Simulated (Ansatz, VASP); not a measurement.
## Two plane-wave programs on Te2Mo

```
Mo Te
1.0
     0.00000    3.31483    3.31483
     3.31483    0.00000    3.31483
     3.31483    3.31483    0.00000
Mo Te
1 2
Direct
  0.00000 0.00000 0.00000
  0.25000 0.25000 0.25000
  0.75000 0.75000 0.75000
```

Alike in both runs: task single point; functional PBEsol; k mesh 4 × 4 × 4; occupations fermi-dirac, width 0.02 eV; collinear spin.

```csv
,VASP,Ansatz
version,VASP 6.6.1,Ansatz 0.2.0
potentials or method,"VASP PAW PBE potentials, release 64 (Mo_sv, Te)",plane waves
plane-wave cutoff (eV),520,420
valence electrons in the cell,26,46
```

```csv
,VASP,Ansatz,Ansatz less VASP
gap on the k mesh at the Fermi level (eV),none,none,-
pressure (GPa),0.9,0.8,-0.12
net moment per atom (μB),0.54,0.54,0.000
size of the moment on the site where the two differ most (μB),1.32,1.24,-0.080
```

VASP's potentials were made for PBE, not for PBEsol. Site moments also hang on the region over which each program counts them. A gap of «none» marks a metal or a gap that the smearing closes. The functional is the same, so the differences come from potentials, cutoffs and numerics. VASP's potentials hold 26 valence electrons a cell and Ansatz's 46, so a difference there can come from the potentials and not from the codes. Ansatz's warnings: moment headroom below auto.

The k mesh is coarse, so the values compare programs but aren't converged. Spin-orbit coupling is off throughout.
